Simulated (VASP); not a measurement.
Write the native input for VASP 6.6.1 that does the following.

```yaml
Task: single point
Functional: r2SCAN
Potentials_or_basis: VASP PAW PBE potentials, release 64 (N)
Cutoff: 520 eV
k_mesh: 6 × 6 × 4
Occupations: gaussian, width 0.05 eV
Spin: collinear spin, ferromagnetic start
Starting_moments: "[3.2, 3.2] μB"
Dipole_correction: no
Further_INCAR_settings: ALGO = Normal; EDIFF = 1e-06; NBANDS = 16
```

The system is N.

```
N
1.0
     3.81952    0.00000    0.00000
    -1.90976    3.14281    0.00000
     0.00000    0.00000    5.89000
N
2
Cartesian
  0.0000 2.0952 1.4725
  1.9098 1.0476 4.4175
```

This cell differs from its parent crystal: strain +0.0525 x Voigt [1, 0, 0, 0, 0, 0].

The input as run:

POSCAR

```
N
1.0
    3.8195242362      0.0000000000      0.0000000000
   -1.9097621181      3.1428076190      0.0000000000
    0.0000000000      0.0000000000      5.8900000000
N
2
Direct
    0.3333333333      0.6666666667      0.2500000000
    0.6666666667      0.3333333333      0.7500000000
```

INCAR.step1

```
  PREC = Accurate
  ENCUT = 520
  ISMEAR = 0
  SIGMA = 0.05
  LREAL = False
  LASPH = True
  NELM = 150
  ISPIN = 2
  MAGMOM = 3.2 3.2
  NBANDS = 16
  GGA = PE
  ALGO = Normal
  EDIFF = 1E-4
  LWAVE = True
  LCHARG = False
```

INCAR.step2

```
  PREC = Accurate
  ENCUT = 520
  EDIFF = 1E-6
  ISMEAR = 0
  SIGMA = 0.05
  LREAL = False
  LASPH = True
  NELM = 150
  ALGO = Normal
  ISIF = 2
  LWAVE = False
  LCHARG = False
  ISPIN = 2
  MAGMOM = 3.2 3.2
  LORBIT = 11
  METAGGA = R2SCAN
  LMIXTAU = True
  NBANDS = 16
  ISTART = 1
```

KPOINTS

```
Automatic mesh
0
Gamma
  6 6 4
```

Potentials or basis: VASP PAW PBE potentials, release 64 (N).

The run is started by

```bash
$ cat potpaw_PBE.64/N/POTCAR > POTCAR
$ cp INCAR.step1 INCAR
$ mpirun -np 1 vasp_std > vasp.out
$ cp INCAR.step2 INCAR
$ mpirun -np 1 vasp_std > vasp.out
```

Results of the run:

* Pressure: 0.1 GPa
* Largest force: 0.003 eV/Å
* Band gap on the k mesh: 4.06 eV, direct
* Net moment: 6.00 μB per cell
* Site moments: N +1.99 μB
* Valence electrons inside the program's atomic spheres: N 3.30

Caveat: the cell differs from its parent crystal (strain +0.0525 x Voigt [1, 0, 0, 0, 0, 0]); the PAW data sets were made with another functional, which shifts forces and pressure a little.

It took 3.1 min on 1 thread of Intel(R) Xeon(R) Platinum 8259CL CPU @ 2.50GHz (Skylake/Cascade Lake) (shared host), peak memory 0.25 GiB.
